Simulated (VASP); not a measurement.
# MgO (Immm) in VASP: notebook, part 2 of 2

VASP 6.6.1.

### 4 Single point, LDA (strain +0.0250 x Voigt [0, 0, 0, 0, 0, 1])

File INCAR:

```
SYSTEM = MgO
PREC = Accurate
ENCUT = 520
EDIFF = 1E-6
ISMEAR = 0
SIGMA = 0.05
LREAL = .FALSE.
LASPH = .TRUE.
NELM = 60
ALGO = Normal
ISIF = 2
LWAVE = .FALSE.
LCHARG = .FALSE.
GGA = CA
NBANDS = 11
```

File KPOINTS:

```
regular mesh
0
G
  10 10 10
  0 0 0
```

File POSCAR:

```
MgO
1.0
    0.0266893750      2.1351500000      2.1351500000
    2.1351500000      0.0266893750      2.1351500000
    2.1618393750      2.1618393750      0.0000000000
Mg O
1 1
Direct
    0.0000000000      0.0000000000      0.0000000000
    0.5000000000      0.5000000000      0.5000000000
```

Potentials or basis: VASP PAW LDA potentials, release 64 (Mg, O).

Command:

```console
cat potpaw_LDA.64/Mg/POTCAR potpaw_LDA.64/O/POTCAR > POTCAR
mpirun -np 1 vasp_std > vasp.out
```

OUTCAR:

```text
SYSTEM = MgO
   PREC = Accurate
   ENCUT = 520
   EDIFF = 1E-6
   ISMEAR = 0
   LREAL = .FALSE.
   LASPH = .TRUE.
   NELM = 60
   ISIF = 2
   GGA = CA

 ion  position               nearest neighbor table
   1  0.000  0.000  0.000-   2 2.14   2 2.14   2 2.14   2 2.14   2 2.14   2 2.14
   2  0.500  0.500  0.500-   1 2.14   1 2.14   1 2.14   1 2.14   1 2.14   1 2.14

  LATTYP: Found a body centered orthorhombic cell.
 ALAT       =     2.9818136116
 B/A-ratio  =     1.0253164557
 C/A-ratio  =     1.4321149999

  Lattice vectors:

 A1 = (   2.1351500000,   0.0266893750,  -2.1351500000)
 A2 = (  -2.1351500000,  -0.0266893750,  -2.1351500000)
 A3 = (   0.0266893750,   2.1351500000,   2.1351500000)

Analysis of symmetry for initial positions (statically):
=====================================================================
 Subroutine PRICEL returns:
 Original cell was already a primitive cell.

 Routine SETGRP: Setting up the symmetry group for a
 body centered orthorhombic supercell.

 Subroutine GETGRP returns: Found  8 space group operations
 (whereof  8 operations were pure point group operations)
 out of a pool of  8 trial point group operations.

The static configuration has the point symmetry D_2h.

Analysis of symmetry for dynamics (positions and initial velocities):
=====================================================================
 Subroutine PRICEL returns:
 Original cell was already a primitive cell.

 Routine SETGRP: Setting up the symmetry group for a
 body centered orthorhombic supercell.

 Subroutine GETGRP returns: Found  8 space group operations
 (whereof  8 operations were pure point group operations)
 out of a pool of  8 trial point group operations.

The dynamic configuration has the point symmetry D_2h.

 Subroutine INISYM returns: Found  8 space group operations
 (whereof  8 operations are pure point group operations),
 and found     1 'primitive' translations

[... 115 lines left out ...]
  volume/ion in A,a.u.               =       9.73        65.68
  Fermi-wavevector in a.u.,A,eV,Ry     =   1.217183  2.300142 20.157486  1.481533
  Thomas-Fermi vector in A             =   2.352512
   LORBIT       =      0    0 simple, 1 ext, 2 COOP (PROOUT), +10 PAW based schemes
   GGA     = CA    functional components
   LHFCALC =     F    Hartree Fock is set to
   AEXX    =    0.0000 exact exchange contribution
   IVDW    =     0    specifies the selected vdW correction
   LEPSILON=     F    determine dielectric tensor
   LRPA    =     F    only Hartree local field effects (RPA)
 non-spin polarized calculation
 Gauss-broadening in eV      SIGMA  =   0.05
  energy-cutoff  :      520.00
  volume of cell :       19.46
 maximum number of plane-waves:       541
   NGX = 11   NGY = 11   NGZ = 11

 number of electron       8.0000002 magnetization

 Free energy of the ion-electron system (eV)
  ---------------------------------------------------
  ext. energy  EPLUGINS =         0.00000000
  ---------------------------------------------------
  free energy    TOTEN  =       -13.36871148 eV

  energy without entropy =      -13.36871148  energy(sigma->0) =      -13.36871148

 E-fermi :   2.9651     XC(G=0): -11.3954

 val. band max:        2.6714666460   @ k =   0.0000   0.0000   0.0000
 cond. band min:       6.8372453671   @ k =   0.0000   0.0000   0.0000
 fundamental gap:      4.1657787211
 Fermi energy:         2.9651311899

 k-point     1 :       0.0000    0.0000    0.0000
  band No.  band energies     occupation
      1     -14.2148      2.00000
      2       2.4874      2.00000
      3       2.5757      2.00000
      4       2.6715      2.00000
      5       6.8372      0.00000
      6      17.5298      0.00000
      7      17.8870      0.00000
      8      18.2366      0.00000
      9      21.7816      0.00000
     10      23.3920      0.00000
     11      23.4025      0.00000
[... 309 lines left out ...]
 k-point    24 :       0.4000    0.3000    0.0000
  band No.  band energies     occupation
      1     -13.0064      2.00000
      2      -0.9090      2.00000
      3       1.3869      2.00000
      4       1.4244      2.00000
      5      11.4356      0.00000
      6      12.5608      0.00000
      7      15.4759      0.00000
      8      19.6576      0.00000
      9      20.3682      0.00000
     10      26.6146      0.00000
     11      28.4706      0.00000

 [... further k-points ...]
[... 5 lines left out ...]
  --------------------------------------------------------------------------------------
  -------------------------------------------------------------------------------------
  Total       -1.6013298     -1.6013298     -1.6159544     -0.4313644      0.0000000      0.0000000
  in kB     -131.8086965   -131.8086965   -133.0124745    -35.5064807      0.0000000      0.0000000
  external PRESSURE =    -132.2099558 kB  Pullay stress =       0.0000000 kB

 VOLUME and BASIS-vectors are now :
 -----------------------------------------------------------------------------
  energy-cutoff  :      520.00
  volume of cell :       19.46
      direct lattice vectors                 reciprocal lattice vectors
     0.026689375  2.135150000  2.135150000    -0.237139833  0.237139833  0.234175585
     2.135150000  0.026689375  2.135150000     0.237139833 -0.237139833  0.234175585
     2.161839375  2.161839375  0.000000000     0.231284528  0.231284528 -0.234175585

 POSITION                                       TOTAL-FORCE (eV/Angst)
 -----------------------------------------------------------------------------------
      0.00000      0.00000      0.00000        -0.000000      0.000000      0.000000
      2.16184      2.16184      2.13515         0.000000     -0.000000     -0.000000
 -----------------------------------------------------------------------------------
    total drift:                               -0.000000     -0.000000      0.000000

  FREE ENERGIE OF THE ION-ELECTRON SYSTEM (eV)
  ---------------------------------------------------
  free  energy   TOTEN  =       -13.3687114792 eV

  energy  without entropy=      -13.3687114792  energy(sigma->0) =      -13.36871148
```

It took 15 s on 1 thread of AMD EPYC 9R45 (Zen 5), shared host; peak memory 0.13 GiB.

What came out:

```yaml
Free_energy: -13.3687 eV
Pressure: -13.2 GPa
Band_gap_on_the_k_mesh: 4.17 eV, direct
```

Levels at points of the mesh, in eV from the valence-band top:
```
           k point  band 2  band 3  band 4  band 5  band 6  band 7
(0.00, 0.00, 0.00)   -0.18   -0.10    0.00    4.17   14.86   15.22
(0.50, 0.00, 0.00)   -4.57   -0.81   -0.72    7.30   11.98   15.21
(0.50, 0.50, 0.00)   -4.08   -1.56   -1.26    8.60    9.33   12.37
(0.00, 0.00, 0.50)   -4.66   -0.71   -0.61    7.46   11.71   15.55
(0.50, 0.00, 0.50)   -4.08   -1.41   -1.41    8.75    9.17   12.36
```

Caveat: the cell differs from its parent crystal (strain +0.0250 x Voigt [0, 0, 0, 0, 0, 1]).

### 5 Single point, LDA (strain +0.0625 x Voigt [0, 0, 0, 0, 0, 1])

File INCAR:

```
PREC     = Accurate       # precision mode
ENCUT    = 520            # plane-wave cutoff, eV
EDIFF    = 1E-7           # SCF threshold, eV
ISMEAR   = 0              # smearing method
SIGMA    = 0.05           # smearing width, eV
LREAL    = F              # projectors in reciprocal space
LASPH    = T              # aspherical terms in the spheres
NELM     = 60             # most SCF steps
ALGO     = Normal         # electronic algorithm
ISIF     = 2              # what is computed and relaxed
LWAVE    = F              # write WAVECAR
LCHARG   = F              # write CHGCAR
GGA      = CA             # functional
NBANDS   = 11             # bands
```

File KPOINTS:

```
regular mesh
0
Gamma
  10 10 10
```

File POSCAR:

```
MgO
1.0
    0.0667234375      2.1351500000      2.1351500000
    2.1351500000      0.0667234375      2.1351500000
    2.2018734375      2.2018734375      0.0000000000
Mg O
1 1
Direct
    0.0000000000      0.0000000000      0.0000000000
    0.5000000000      0.5000000000      0.5000000000
```

Potentials or basis: VASP PAW LDA potentials, release 64 (Mg, O).

Command:

```console
cat potpaw_LDA.64/Mg/POTCAR potpaw_LDA.64/O/POTCAR > POTCAR
mpirun -np 1 vasp_std > vasp.out
```

OUTCAR:

```text
PREC = Accurate
   ENCUT = 520
   EDIFF = 1E-7
   ISMEAR = 0
   LREAL = F
   LASPH = T
   NELM = 60
   ISIF = 2
   GGA = CA

 ion  position               nearest neighbor table
   1  0.000  0.000  0.000-   2 2.14   2 2.14   2 2.14   2 2.14   2 2.14   2 2.14
   2  0.500  0.500  0.500-   1 2.14   1 2.14   1 2.14   1 2.14   1 2.14   1 2.14

  LATTYP: Found a body centered orthorhombic cell.
 ALAT       =     2.9251968975
 B/A-ratio  =     1.0645161290
 C/A-ratio  =     1.4598333547

  Lattice vectors:

 A1 = (   2.1351500000,   0.0667234375,  -2.1351500000)
 A2 = (  -2.1351500000,  -0.0667234375,  -2.1351500000)
 A3 = (   0.0667234375,   2.1351500000,   2.1351500000)

Analysis of symmetry for initial positions (statically):
=====================================================================
 Subroutine PRICEL returns:
 Original cell was already a primitive cell.

 Routine SETGRP: Setting up the symmetry group for a
 body centered orthorhombic supercell.

 Subroutine GETGRP returns: Found  8 space group operations
 (whereof  8 operations were pure point group operations)
 out of a pool of  8 trial point group operations.

[... 166 lines left out ...]
 fundamental gap:      3.9860248438
 Fermi energy:         3.0605135691

 k-point     1 :       0.0000    0.0000    0.0000
  band No.  band energies     occupation
      1     -14.2044      2.00000
      2       2.3726      2.00000
      3       2.5799      2.00000
      4       2.8343      2.00000
      5       6.8203      0.00000
      6      17.0373      0.00000
      7      17.9456      0.00000
      8      18.8072      0.00000
      9      21.7177      0.00000
     10      23.4178      0.00000
     11      23.4836      0.00000
[... 309 lines left out ...]
 k-point    24 :       0.4000    0.3000    0.0000
  band No.  band energies     occupation
      1     -12.9919      2.00000
      2      -0.8882      2.00000
      3       1.2045      2.00000
      4       1.6202      2.00000
      5      11.1755      0.00000
      6      12.8493      0.00000
      7      15.5259      0.00000
      8      19.3160      0.00000
      9      20.7867      0.00000
     10      26.6067      0.00000
     11      28.4752      0.00000

 [... further k-points ...]
[... 5 lines left out ...]
  --------------------------------------------------------------------------------------
  -------------------------------------------------------------------------------------
  Total       -1.5589135     -1.5589135     -1.6506127     -1.0813638      0.0000000      0.0000000
  in kB     -128.4226845   -128.4226845   -135.9768298    -89.0823263      0.0000000      0.0000000
  external PRESSURE =    -130.9407329 kB  Pullay stress =       0.0000000 kB

 VOLUME and BASIS-vectors are now :
 -----------------------------------------------------------------------------
  energy-cutoff  :      520.00
  volume of cell :       19.45
      direct lattice vectors                 reciprocal lattice vectors
     0.066723437  2.135150000  2.135150000    -0.241729636  0.241729636  0.234175585
     2.135150000  0.066723437  2.135150000     0.241729636 -0.241729636  0.234175585
     2.201873438  2.201873438  0.000000000     0.227079355  0.227079355 -0.234175585

 POSITION                                       TOTAL-FORCE (eV/Angst)
 -----------------------------------------------------------------------------------
      0.00000      0.00000      0.00000         0.000000      0.000000      0.000000
      2.20187      2.20187      2.13515         0.000000     -0.000000      0.000000
 -----------------------------------------------------------------------------------
    total drift:                               -0.000000     -0.000000      0.000000

  FREE ENERGIE OF THE ION-ELECTRON SYSTEM (eV)
  ---------------------------------------------------
  free  energy   TOTEN  =       -13.3416259127 eV

  energy  without entropy=      -13.3416259127  energy(sigma->0) =      -13.34162591
```

OSZICAR:

```text
N       E                     dE             d eps       ncg     rms          rms(c)
DAV:   1     0.117251054038E+02    0.11725E+02   -0.45970E+03  4330   0.642E+02
DAV:   2    -0.143322444715E+02   -0.26057E+02   -0.25303E+02  4316   0.133E+02
DAV:   3    -0.149080688248E+02   -0.57582E+00   -0.57533E+00  4565   0.169E+01
DAV:   4    -0.149093760626E+02   -0.13072E-02   -0.13072E-02  4083   0.926E-01
DAV:   5    -0.149093798965E+02   -0.38339E-05   -0.38339E-05  4467   0.476E-02    0.700E+00
DAV:   6    -0.134104771574E+02    0.14989E+01   -0.90837E+00  3996   0.161E+01    0.233E+00
DAV:   7    -0.133674478276E+02    0.43029E-01   -0.85359E-02  4194   0.239E+00    0.130E+00
DAV:   8    -0.133422810891E+02    0.25167E-01   -0.37989E-02  3951   0.192E+00    0.258E-01
DAV:   9    -0.133418083330E+02    0.47276E-03   -0.56272E-04  4356   0.175E-01    0.148E-01
DAV:  10    -0.133416266401E+02    0.18169E-03   -0.45604E-04  4080   0.178E-01    0.640E-03
DAV:  11    -0.133416259012E+02    0.73886E-06   -0.51161E-06  4284   0.124E-02    0.257E-03
DAV:  12    -0.133416259127E+02   -0.11539E-07   -0.95404E-08  3913   0.242E-03
   1 F= -.13341626E+02 E0= -.13341626E+02  d E =-.363481E-13
```

stdout:

```text
POSCAR found type information on POSCAR MgO
 POSCAR found :  2 types and       2 ions
 scaLAPACK will be used
 LDA part: xc-table for (Slater(with rela. corr.)+CA(PZ))
 , standard interpolation
 POSCAR, INCAR and KPOINTS ok, starting setup
 FFT: planning ... GRIDC
 FFT: planning ... GRID_SOFT
 FFT: planning ... GRID
 WAVECAR not read
 entering main loop
```

Wall time 16 s (1 thread of AMD EPYC 9R45 (Zen 5), shared host); peak memory 0.13 GiB.

What came out:

```
Free energy            : -13.3416 eV
Pressure               : -13.1 GPa
Band gap on the k mesh : 3.99 eV, direct
```

Stress tensor (GPa, compression positive):
```
-12.84  -8.91   0.00
 -8.91 -12.84   0.00
  0.00   0.00 -13.60
```

Caveat: the cell differs from its parent crystal (strain +0.0625 x Voigt [0, 0, 0, 0, 0, 1]).

### 6 Summary

| cell | gap on the mesh (eV) | pressure (GPa) |
| --- | --- | --- |
| a = 3.021, b = 3.021, c = 3.133 Å, angles 58.8, 58.8, 57.5°, 2 atoms | 3.92 | -13.0 |
| a = 3.020, b = 3.020, c = 2.944 Å, angles 60.8, 60.8, 61.7°, 2 atoms | 4.05 | -13.1 |
| a = 3.020, b = 3.020, c = 3.057 Å, angles 59.6, 59.6, 59.2°, 2 atoms | 4.17 | -13.2 |
| a = 3.020, b = 3.020, c = 3.114 Å, angles 59.0, 59.0, 57.9°, 2 atoms | 3.99 | -13.1 |

Alike in all rows: task single point; level LDA; potentials or basis VASP PAW LDA potentials, release 64 (Mg, O); no spin polarisation; k mesh 10 × 10 × 10; cutoff (eV) 520; smearing gaussian 0.05 eV.

Absolute energies hang on the potentials; compare differences alone.
